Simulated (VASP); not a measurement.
Wanted: the native input for a VASP 6.6.1 run.

```
Task                   : single point
Functional             : PBE
Potentials or basis    : VASP PAW PBE potentials, release 64 (Ti_sv, Al)
Cutoff                 : 520 eV
k mesh                 : 15 × 15 × 8
Occupations            : gaussian, width 0.1 eV
Spin                   : no spin polarisation
Dipole correction      : no
Further INCAR settings : ALGO = Normal; EDIFF = 1e-07; NBANDS = 14
```

The structure of TiAl lies in POSCAR:

```
TiAl
1.0
    3.0076433916      0.0000000000      0.0000000000
   -1.5038216958      2.6046955827      0.0000000000
    0.0000000000      0.0000000000      4.8369506987
Ti Al
1 1
Direct
    0.0000000000      0.0000000000     -0.0320644161
    0.3333333333      0.6666666667      0.5320644161
```

This cell differs from its parent crystal: strained and its atoms moved.

The input as run:

INCAR

```
PREC = Accurate
ENCUT = 520
EDIFF = 1E-7
ISMEAR = 0
SIGMA = 0.1
LREAL = False
LASPH = True
NELM = 80
ALGO = Normal
ISIF = 2
LWAVE = False
LCHARG = False
GGA = PE
NBANDS = 14
```

KPOINTS

```
regular mesh
0
Gamma
  15 15 8
```

Potentials or basis: VASP PAW PBE potentials, release 64 (Ti_sv, Al).

Command:

```console
$ cat potpaw_PBE.64/Ti_sv/POTCAR potpaw_PBE.64/Al/POTCAR > POTCAR
$ mpirun -np 1 vasp_std > vasp.out
```

Results of the run:

```yaml
Pressure: -7.2 GPa
Largest_force: 1.510 eV/Å
Band_gap_on_the_k_mesh: zero (an odd number of electrons rules out a gap without spin polarisation)
```

Caveat: the cell differs from its parent crystal (strained and its atoms moved); the cell stands under tension; forces of over 1 eV/Å act on the atoms, so gaps and moduli don't describe the material at rest.

It took 2.1 min on 1 thread of Intel Xeon 8259CL, with other jobs on the host, peak memory 0.23 GiB.
